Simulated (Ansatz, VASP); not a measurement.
**Mg in VASP and in Ansatz**

File INCAR:

```
PREC = Accurate
ENCUT = 520
EDIFF = 1E-6
ISMEAR = 0
SIGMA = 0.15
LREAL = False
LASPH = True
NELM = 60
ALGO = Normal
ISIF = 2
LWAVE = False
LCHARG = False
GGA = PE
NBANDS = 7
```

KPOINTS

```
Automatic mesh
0
Gamma
  20 20 20
```

File POSCAR:

```
Mg
1.0
   -1.9503172192      1.9503172192      1.5101306229
    1.9503172192     -1.9503172192      1.5101306229
    1.9503172192      1.9503172192     -1.5101306229
Mg
1
Direct
    0.0000000000      0.0000000000      0.0000000000
```

Input for Ansatz:

```yaml
crystal:
  lattice:
    - [-1.9503172192, 1.9503172192, 1.5101306229]
    - [1.9503172192, -1.9503172192, 1.5101306229]
    - [1.9503172192, 1.9503172192, -1.5101306229]
  atoms:
    - { symbol: Mg, position: [0.0, 0.0, 0.0] }
basis:
  ecutwfc: 520.0
kpoints:
  mp_grid: { grid: [20, 20, 20] }
hamiltonian:
  xc: pbe
  pseudopotentials: { kind: paw }
scf:
  occupations: { method: gaussian, width: 0.15 }
output:
  forces: true
  stress: true
  eigenvalues: true
```

Alike in both runs: task single point; functional PBE; k mesh 20 × 20 × 20; occupations gaussian, width 0.15 eV; no spin polarisation.

```csv
,VASP,Ansatz
version,VASP 6.6.1,Ansatz 0.2.0
potentials or method,"VASP PAW PBE potentials, release 64 (Mg), cutoff 520 eV","scalar-relativistic, plane waves, PAW"
valence electrons in the cell,2,10
```

|  | VASP | Ansatz | Ansatz less VASP |
| --- | --- | --- | --- |
| gap on the k mesh at the Fermi level (eV) | none | none | - |
| pressure (GPa) | 1.0 | 1.1 | +0.11 |
| traceless stress, the component that is largest in VASP (GPa) | 3.69 | 3.69 | 0.000 |

A gap of «none» marks a metal or a gap that the smearing closes. With one functional, cell and mesh, what is left measures potentials, basis and numerics. VASP's potentials hold 2 valence electrons a cell and Ansatz's 10, so a difference there can come from the potentials and not from the codes.
